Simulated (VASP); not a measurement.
# Cu (Fm-3m) in VASP: further runs, part 2 of 2

VASP 6.6.1. Earlier steps stand in the parts before.

## 5. Single point, PBE (12.91 Å³/atom)

This run uses another cell than the first one, of 12.91 Å³/atom.

INCAR reads:

```
PREC = Accurate
ENCUT = 520
EDIFF = 1E-6
ISMEAR = -1
SIGMA = 0.1
LREAL = False
LASPH = True
NELM = 60
ALGO = Normal
ISIF = 2
LWAVE = False
LCHARG = True
GGA = PE
LELF = True
LVHAR = True
NBANDS = 12
```

KPOINTS reads:

```
Automatic mesh
0
Gamma
  24 24 24
```

POSCAR reads:

```
Cu
1.0
    0.0000000000      1.8617278859      1.8617278859
    1.8617278859      0.0000000000      1.8617278859
    1.8617278859      1.8617278859      0.0000000000
Cu
1
Direct
    0.0000000000      0.0000000000      0.0000000000
```

Potentials or basis: VASP PAW PBE potentials, release 64 (Cu).

The run is started by

```bash
$ cat potpaw_PBE.64/Cu/POTCAR > POTCAR
$ mpirun -np 1 vasp_std > vasp.out
```

OUTCAR:

```text
PREC = Accurate
   ENCUT = 520
   EDIFF = 1E-6
   ISMEAR = -1
   LREAL = False
   LASPH = True
   NELM = 60
   ISIF = 2
   GGA = PE

 ion  position               nearest neighbor table
   1  0.000  0.000  0.000-

  LATTYP: Found a face centered cubic cell.
 ALAT       =     3.7234557718

  Lattice vectors:

 A1 = (   0.0000000000,   1.8617278859,   1.8617278859)
 A2 = (   1.8617278859,   0.0000000000,   1.8617278859)
 A3 = (   1.8617278859,   1.8617278859,   0.0000000000)

Analysis of symmetry for initial positions (statically):
=====================================================================
 Subroutine PRICEL returns:
 Original cell was already a primitive cell.

 Routine SETGRP: Setting up the symmetry group for a
 face centered cubic supercell.

 Subroutine GETGRP returns: Found 48 space group operations
 (whereof 48 operations were pure point group operations)
 out of a pool of 48 trial point group operations.

The static configuration has the point symmetry O_h .

Analysis of symmetry for dynamics (positions and initial velocities):
=====================================================================
 Subroutine PRICEL returns:
 Original cell was already a primitive cell.

 Routine SETGRP: Setting up the symmetry group for a
 face centered cubic supercell.

 Subroutine GETGRP returns: Found 48 space group operations
 (whereof 48 operations were pure point group operations)
 out of a pool of 48 trial point group operations.

The dynamic configuration has the point symmetry O_h .

 Subroutine INISYM returns: Found 48 space group operations
 (whereof 48 operations are pure point group operations),
 and found     1 'primitive' translations

----------------------------------------------------------------------------------------

                                     Primitive cell

  volume of cell :      12.9056

  direct lattice vectors                    reciprocal lattice vectors
     0.000000000  1.861727886  1.861727886    -0.268567713  0.268567713  0.268567713
     1.861727886  0.000000000  1.861727886     0.268567713 -0.268567713  0.268567713
     1.861727886  1.861727886  0.000000000     0.268567713  0.268567713 -0.268567713

  length of vectors
     2.632880826  2.632880826  2.632880826     0.465172924  0.465172924  0.465172924

  position of ions in fractional coordinates (direct lattice)
     0.000000000  0.000000000  0.000000000

  ion indices of the primitive-cell ions
   primitive index   ion index
                 1           1

----------------------------------------------------------------------------------------

 KPOINTS: Automatic mesh

Automatic generation of k-mesh.
 Grid dimensions read from file:
 generate k-points for:   24   24   24

 Generating k-lattice:

  Cartesian coordinates                     Fractional coordinates (reciprocal lattice)
    -0.011190321  0.011190321  0.011190321     0.041666667  0.000000000  0.000000000
     0.011190321 -0.011190321  0.011190321     0.000000000  0.041666667  0.000000000
     0.011190321  0.011190321 -0.011190321     0.000000000  0.000000000  0.041666667

  Length of vectors
     0.019382205  0.019382205  0.019382205

  Shift w.r.t. Gamma in fractional coordinates (k-lattice)
     0.000000000  0.000000000  0.000000000

 Subroutine IBZKPT returns following result:
 ===========================================

 Found    413 irreducible k-points:

 Following reciprocal coordinates:
            Coordinates               Weight
  0.000000  0.000000  0.000000      1.000000
  0.041667  0.000000  0.000000      8.000000
  0.083333  0.000000  0.000000      8.000000
  0.125000  0.000000  0.000000      8.000000
  0.166667  0.000000  0.000000      8.000000
  0.208333  0.000000  0.000000      8.000000
[... 16 lines left out ...]
  0.416667  0.041667  0.000000     24.000000
  0.458333  0.041667  0.000000     24.000000
 [... further k-points ...]
   k-points           NKPTS =    413   k-points in BZ     NKDIM =    413   number of bands    NBANDS=     12
   number of dos      NEDOS =    301   number of ions     NIONS =      1
   total plane-waves  NPLWV =   8000
   dimension x,y,z NGX =    20 NGY =   20 NGZ =   20
   dimension x,y,z NGXF=    40 NGYF=   40 NGZF=   40
   ions per type =               1
   NGX,Y,Z   is equivalent  to a cutoff of  12.63, 12.63, 12.63 a.u.
   NGXF,Y,Z  is equivalent  to a cutoff of  25.26, 25.26, 25.26 a.u.
 SYSTEM =  unknown system
   PREC   = accura    normal or accurate (medium, high low for compatibility)
   ISTART =      0    job   : 0-new  1-cont  2-samecut
   ICHARG =      2    charge: 1-file 2-atom 10-const
   ISPIN  =      1    spin polarized calculation?
   LNONCOLLINEAR =      F non collinear calculations
   LSORBIT =      F    spin-orbit coupling
   LASPH  =      T    aspherical Exc in radial PAW
   ENCUT  =  520.0 eV  38.22 Ry    6.18 a.u.   4.90  4.90  4.90*2*pi/ulx,y,z
   NELM   =     60;   NELMIN=  2; NELMDL= -5     # of ELM steps
   EDIFF  = 0.1E-05   stopping-criterion for ELM
   LREAL  =      F    real-space projection
   EDIFFG = 0.1E-04   stopping-criterion for IOM
   NSW    =      0    number of steps for IOM
   IBRION =     -1    ionic relax: 0-MD 1-quasi-New 2-CG
   NFREE  =      0    steps in history (QN), initial steepest desc. (CG)
   ISIF   =      2    stress and relaxation
   ISYM   =      2    0-nonsym 1-usesym 2-fastsym
   POTIM  = 0.5000    time-step for ionic-motion
   TEBEG  =    0.0;   TEEND  =   0.0 temperature during run
   PSTRESS=    0.0 pullay stress
   NELECT =      11.0000    total number of electrons
   NUPDOWN=      -1.0000    fix difference up-down
   EMIN   =  10.00;   EMAX   =-10.00  energy-range for DOS
   EFERMI =   0.00;   METHOD = LEGACY
   ISMEAR =    -1;   SIGMA  =   0.10  broadening in eV -4-tet -1-fermi 0-gaus
   EFERMI_NEDOS =   21; number of points for ismear=-14 and -15
   IALGO  =     38    algorithm
   IMIX   =      4    mixing-type and parameters
     AMIX     =   0.40;   BMIX     =  1.00
     AMIX_MAG =   1.60;   BMIX_MAG =  1.00
  volume/ion in A,a.u.               =      12.91        87.09
  Fermi-wavevector in a.u.,A,eV,Ry     =   1.552195  2.933223 32.780630  2.409308
  Thomas-Fermi vector in A             =   2.656605
   LORBIT       =      0    0 simple, 1 ext, 2 COOP (PROOUT), +10 PAW based schemes
   GGA     = PE    functional components
   LHFCALC =     F    Hartree Fock is set to
   AEXX    =    0.0000 exact exchange contribution
   IVDW    =     0    specifies the selected vdW correction
   LEPSILON=     F    determine dielectric tensor
   LRPA    =     F    only Hartree local field effects (RPA)
 non-spin polarized calculation
  energy-cutoff  :      520.00
  volume of cell :       12.91
 maximum number of plane-waves:       360
   NGX =  9   NGY =  9   NGZ =  9

 number of electron      11.0000000 magnetization

 Free energy of the ion-electron system (eV)
  ---------------------------------------------------
  ext. energy  EPLUGINS =         0.00000000
  ---------------------------------------------------
  free energy    TOTEN  =        -3.70842053 eV

  energy without entropy =       -3.69887377  energy(sigma->0) =       -3.70364715

 E-fermi :   6.5480     XC(G=0): -12.2196

 val. band max:        6.5104370656   @ k =   0.4167   0.4167   0.0000
 cond. band min:       6.5491912866   @ k =   0.5000   0.1667   0.0417
 fundamental gap:      0.0387542211
 Fermi energy:         6.5480321983

 k-point     1 :       0.0000    0.0000    0.0000
  band No.  band energies     occupation
      1      -2.1607      2.00000
      2       3.7647      2.00000
      3       3.7647      2.00000
      4       3.7647      2.00000
      5       4.4803      2.00000
      6       4.4803      2.00000
      7      28.4160      0.00000
      8      30.3857      0.00000
      9      30.3857      0.00000
     10      30.3857      0.00000
     11      32.8388      0.00000
     12      32.8388      0.00000

 k-point     2 :       0.0417    0.0000    0.0000
  band No.  band energies     occupation
      1      -2.1013      2.00000
      2       3.7530      2.00000
      3       3.7753      2.00000
      4       3.7753      2.00000
      5       4.4761      2.00000
      6       4.4761      2.00000
      7      28.0328      0.00000
      8      29.5050      0.00000
      9      30.1716      0.00000
     10      30.1716      0.00000
     11      33.1431      0.00000
     12      33.1431      0.00000
[... 316 lines left out ...]
 k-point    24 :       0.4583    0.0417    0.0000
  band No.  band energies     occupation
      1       1.8985      2.00000
      2       3.7303      2.00000
      3       3.7703      2.00000
      4       4.6692      2.00000
      5       4.9661      2.00000
      6       5.5524      1.99991
      7      10.6979      0.00000
      8      26.5325      0.00000
      9      26.5640      0.00000
     10      27.0863      0.00000
     11      31.0761      0.00000
     12      31.3289      0.00000

 [... further k-points ...]
[... 5 lines left out ...]
  --------------------------------------------------------------------------------------
  -------------------------------------------------------------------------------------
  Total       -0.6657374     -0.6657374     -0.6657374      0.0000000      0.0000000     -0.0000000
  in kB      -82.6484867    -82.6484867    -82.6484867      0.0000000      0.0000000     -0.0000000
  external PRESSURE =     -82.6484867 kB  Pullay stress =       0.0000000 kB

 VOLUME and BASIS-vectors are now :
 -----------------------------------------------------------------------------
  energy-cutoff  :      520.00
  volume of cell :       12.91
      direct lattice vectors                 reciprocal lattice vectors
     0.000000000  1.861727886  1.861727886    -0.268567713  0.268567713  0.268567713
     1.861727886  0.000000000  1.861727886     0.268567713 -0.268567713  0.268567713
     1.861727886  1.861727886  0.000000000     0.268567713  0.268567713 -0.268567713

 POSITION                                       TOTAL-FORCE (eV/Angst)
 -----------------------------------------------------------------------------------
      0.00000      0.00000      0.00000         0.000000      0.000000      0.000000
 -----------------------------------------------------------------------------------
    total drift:                                0.000000      0.000000      0.000000

  FREE ENERGIE OF THE ION-ELECTRON SYSTEM (eV)
  ---------------------------------------------------
  free  energy   TOTEN  =        -3.7084205258 eV

  energy  without entropy=       -3.6988737681  energy(sigma->0) =       -3.70364715
```

OSZICAR:

```text
N       E                     dE             d eps       ncg     rms          rms(c)
DAV:   1     0.433420924017E+02    0.43342E+02   -0.53875E+03 10848   0.148E+03
DAV:   2    -0.319351758801E+01   -0.46536E+02   -0.43079E+02 10232   0.202E+02
DAV:   3    -0.455935890036E+01   -0.13658E+01   -0.13506E+01 11648   0.399E+01
DAV:   4    -0.456834432045E+01   -0.89854E-02   -0.89840E-02 11324   0.286E+00
DAV:   5    -0.456843565493E+01   -0.91334E-04   -0.91334E-04 11780   0.294E-01    0.753E+00
DAV:   6    -0.415504245444E+01    0.41339E+00   -0.15525E+01 11832   0.728E+01    0.440E+00
DAV:   7    -0.371812121040E+01    0.43692E+00   -0.26173E+00 11808   0.301E+01    0.483E-01
DAV:   8    -0.371075766856E+01    0.73635E-02   -0.80653E-03 12192   0.168E+00    0.368E-01
DAV:   9    -0.370842775938E+01    0.23299E-02   -0.15588E-02 12164   0.213E+00    0.383E-02
DAV:  10    -0.370842080091E+01    0.69585E-05   -0.90155E-05 15004   0.162E-01    0.775E-03
DAV:  11    -0.370842052576E+01    0.27515E-06   -0.60209E-07  9432   0.108E-02
   1 F= -.37084205E+01 E0= -.37036471E+01  d E =-.954676E-02
```

Wall time 29 s (1 thread of Intel Xeon Platinum 8559C (Emerald Rapids), shared host); peak memory 0.17 GiB.

What came out:

```yaml
Free_energy: -3.7084 eV
Pressure: -8.3 GPa
Band_gap_on_the_k_mesh: zero (an odd number of electrons rules out a gap without spin polarisation)
```

Levels at points of the mesh, in eV from the Fermi level:
```tsv
k point	band 2	band 3	band 4	band 5	band 6	band 7	band 8	band 9	band 10	band 11
(0.00, 0.00, 0.00)	-2.78	-2.78	-2.78	-2.07	-2.07	21.87	23.84	23.84	23.84	26.29
(0.50, 0.00, 0.00)	-2.81	-2.81	-1.57	-1.57	-0.76	3.32	20.40	20.71	20.71	23.83
(0.50, 0.50, 0.00)	-4.00	-1.59	-1.45	-1.45	1.55	6.50	12.40	12.40	16.68	18.84
```

Caveat: the cell stands under tension.

## 6. Single point, PBE (13.38 Å³/atom)

This run uses another cell than the first one, of 13.38 Å³/atom.

INCAR reads:

```
ALGO     = Normal         # electronic algorithm
EDIFF    = 1E-6           # SCF threshold, eV
ENCUT    = 520            # plane-wave cutoff, eV
GGA      = PE             # functional
ISIF     = 2              # what is computed and relaxed
ISMEAR   = -1             # smearing method
LASPH    = True           # aspherical terms in the spheres
LCHARG   = True           # write CHGCAR
LELF     = True           # ELF
LREAL    = False          # projectors in reciprocal space
LVHAR    = True         
LWAVE    = False          # write WAVECAR
NBANDS   = 12             # bands
NELM     = 80             # most SCF steps
PREC     = Accurate       # precision mode
SIGMA    = 0.1            # smearing width, eV
```

KPOINTS reads:

```
k-points
0
Gamma
  24 24 24
```

POSCAR reads:

```
Cu
1.0
    0.0000000000      1.8844341224      1.8844341224
    1.8844341224      0.0000000000      1.8844341224
    1.8844341224      1.8844341224      0.0000000000
Cu
1
Direct
    0.0000000000      0.0000000000      0.0000000000
```

Potentials or basis: VASP PAW PBE potentials, release 64 (Cu).

The run is started by

```bash
$ cat potpaw_PBE.64/Cu/POTCAR > POTCAR
$ mpirun -np 1 vasp_std > vasp.out
```

Wall time 28 s (1 thread of Intel Xeon Platinum 8559C (Emerald Rapids), shared host); peak memory 0.17 GiB.

The run converged. Its results:

| Quantity | Value |
| --- | --- |
| Free energy | -3.6790 eV |
| Pressure | -11.3 GPa |
| Band gap on the k mesh | zero (an odd number of electrons rules out a gap without spin polarisation) |

Levels at points of the mesh, in eV from the Fermi level:
| k point | band 3 | band 4 | band 5 | band 6 | band 7 | band 8 | band 9 | band 10 |
| --- | --- | --- | --- | --- | --- | --- | --- | --- |
| (0.00, 0.00, 0.00) | -2.69 | -2.69 | -2.01 | -2.01 | 21.57 | 23.28 | 23.28 | 23.28 |
| (0.50, 0.00, 0.00) | -2.71 | -1.54 | -1.54 | -0.66 | 3.16 | 20.13 | 20.18 | 20.18 |
| (0.50, 0.50, 0.00) | -1.56 | -1.42 | -1.42 | 1.58 | 6.27 | 12.14 | 12.14 | 16.34 |

Caveat: the cell stands under tension.

## 7. Single point, PBE, non-collinear spin, zero start, spin-orbit coupling

This run uses another cell than the first one, of 11.95 Å³/atom.

INCAR reads:

```
PREC = Accurate
ENCUT = 520
EDIFF = 1E-6
ISMEAR = -1
SIGMA = 0.1
LREAL = F
LASPH = T
NELM = 150
ALGO = Normal
ISIF = 2
LWAVE = F
LCHARG = F
LNONCOLLINEAR = T
MAGMOM = 0 0 0
LORBIT = 11
LSORBIT = T
GGA_COMPAT = F
LORBMOM = T
LMAXMIX = 4
GGA = PE
NBANDS = 22
```

KPOINTS reads:

```
regular mesh
0
Gamma
  15 15 15
```

POSCAR reads:

```
Cu
1.0
    0.0000000000      1.8145751207      1.8145751207
    1.8145751207      0.0000000000      1.8145751207
    1.8145751207      1.8145751207      0.0000000000
Cu
1
Direct
    0.0000000000      0.0000000000      0.0000000000
```

Potentials or basis: VASP PAW PBE potentials, release 64 (Cu).

The run is started by

```bash
$ cat potpaw_PBE.64/Cu/POTCAR > POTCAR
$ mpirun -np 1 vasp_ncl > vasp.out
```

OUTCAR:

```text
PREC = Accurate
   ENCUT = 520
   EDIFF = 1E-6
   ISMEAR = -1
   LREAL = F
   LASPH = T
   NELM = 150
   ISIF = 2
   LNONCOLLINEAR = T
   LORBIT = 11
   LSORBIT = T
   GGA = PE

 ion  position               nearest neighbor table
   1  0.000  0.000  0.000-

  LATTYP: Found a face centered cubic cell.
 ALAT       =     3.6291502414

  Lattice vectors:

 A1 = (   0.0000000000,   1.8145751207,   1.8145751207)
 A2 = (   1.8145751207,   0.0000000000,   1.8145751207)
 A3 = (   1.8145751207,   1.8145751207,   0.0000000000)

Analysis of symmetry for initial positions (statically):
=====================================================================
 Subroutine PRICEL returns:
[... 845 lines left out ...]
  1         0.000   0.000   0.000
 ----------------------------------------
            0.000   0.000   0.000

 Spin-Orbit-Coupling matrix elements

 Ion:    1  E_soc:     -0.0130617
 l=   1
     0.0000000    -0.0003447    -0.0003447
    -0.0003447     0.0000000    -0.0003447
    -0.0003447    -0.0003447     0.0000000
 l=   2
     0.0000000    -0.0003766     0.0000000    -0.0003766    -0.0014557
    -0.0003766     0.0000000    -0.0010918    -0.0003766    -0.0003639
     0.0000000    -0.0010918     0.0000000    -0.0010918     0.0000000
    -0.0003766    -0.0003766    -0.0010918     0.0000000    -0.0003639
    -0.0014557    -0.0003639     0.0000000    -0.0003639     0.0000000
 l=   3
     0.0000000     0.0000000     0.0000000     0.0000000     0.0000000     0.0000000     0.0000000
     0.0000000     0.0000000     0.0000000     0.0000000     0.0000000     0.0000000     0.0000000
     0.0000000     0.0000000     0.0000000     0.0000000     0.0000000     0.0000000     0.0000000
     0.0000000     0.0000000     0.0000000     0.0000000     0.0000000     0.0000000     0.0000000
     0.0000000     0.0000000     0.0000000     0.0000000     0.0000000     0.0000000     0.0000000
     0.0000000     0.0000000     0.0000000     0.0000000     0.0000000     0.0000000     0.0000000
     0.0000000     0.0000000     0.0000000     0.0000000     0.0000000     0.0000000     0.0000000

 total charge

# of ion       s       p       d       tot
------------------------------------------
    1        0.443   0.375   9.170   9.989

 magnetization (x)

# of ion       s       p       d       tot
------------------------------------------
    1       -0.000   0.000  -0.000  -0.000

 magnetization (y)

# of ion       s       p       d       tot
------------------------------------------
    1        0.000   0.000  -0.000   0.000

 magnetization (z)

# of ion       s       p       d       tot
------------------------------------------
    1        0.000   0.000   0.000   0.000
```

Wall time 35 s (1 thread of Intel Xeon Platinum 8559C (Emerald Rapids), shared host); peak memory 0.18 GiB.

What came out:

* Free energy: -3.7385 eV
* Pressure: 0.7 GPa
* Net moment: 0.00 μB per cell
* Valence electrons inside the program's atomic spheres: Cu 9.99

Moments on the atoms (μB; x, y, z):
```
Cu  0.00 0.00 0.00
```

## 8. Overview

```csv
spin,cell,k mesh,gap on the mesh (eV),pressure (GPa)
off,"a = 2.532 Å, angles 60.0°, 1 atom",24 × 24 × 24,none,7.0
off,"a = 2.566 Å, angles 60.0°, 1 atom",24 × 24 × 24,none,0.6
off,"a = 2.600 Å, angles 60.0°, 1 atom",24 × 24 × 24,none,-4.4
off,"a = 2.633 Å, angles 60.0°, 1 atom",24 × 24 × 24,none,-8.3
off,"a = 2.665 Å, angles 60.0°, 1 atom",24 × 24 × 24,none,-11.3
"non-collinear, zero start, SOC","a = 2.566 Å, angles 60.0°, 1 atom",15 × 15 × 15,-,0.7
```

Alike in all rows: task single point; level PBE; potentials or basis VASP PAW PBE potentials, release 64 (Cu); cutoff (eV) 520; smearing fermi-dirac 0.1 eV.

Caveats: the cell stands under tension (at least some runs); the cell stands under pressure (at least some runs).

Absolute energies hang on the potentials; compare differences alone.
